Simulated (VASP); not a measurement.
# Hf: single point with PBEsol

The system is Hf.

```
Hf
1.0
     2.82700    0.00000    0.00000
     0.00000    2.82700    0.00000
     0.00000    0.00000    2.82700
Hf
1
Direct
  0.00000 0.00000 0.00000
```

This isn't the form of Hf at room conditions, which is hcp.

| Item | Value |
| --- | --- |
| Program | VASP 6.6.1 |
| Task | single point |
| Functional | PBEsol |
| Potentials or basis | VASP PAW PBE potentials, release 64 (Hf_pv) |
| Cutoff | 520 eV |
| k mesh | 12 × 12 × 12 |
| Occupations | fermi-dirac, width 0.1 eV |
| Spin | no spin polarisation |
| Dipole correction | no |
| Further INCAR settings | ALGO = Normal; EDIFF = 1e-06; NBANDS = 11 |

```json
{"Pressure": "3.5 GPa", "Band gap on the k mesh": "zero (bands 5 and 6 overlap by 2.62 eV)"}
```

Levels at points of the mesh, in eV from the Fermi level:
```
           k point  band 3  band 4  band 5  band 6  band 7  band 8
(0.00, 0.00, 0.00)  -29.64   -6.76   -1.65   -1.65    7.12    7.12
(0.50, 0.00, 0.00)  -29.53   -3.22   -0.65    0.08    3.24    3.24
(0.50, 0.50, 0.00)  -29.42   -3.28   -0.61    4.07    4.07    4.98
(0.50, 0.50, 0.50)  -30.53   -1.57   -1.57   -1.57    6.95    9.96
```

Wall time 8.6 s on 1 thread of Intel(R) Xeon(R) Platinum 8375C CPU @ 2.90GHz (Ice Lake), on a shared host, peak memory 0.15 GiB.

Caveat: the cell stands under pressure; the PAW data sets were made with another functional, which shifts forces and pressure a little; spin-orbit coupling is left out, which moves the levels of the heavy elements.
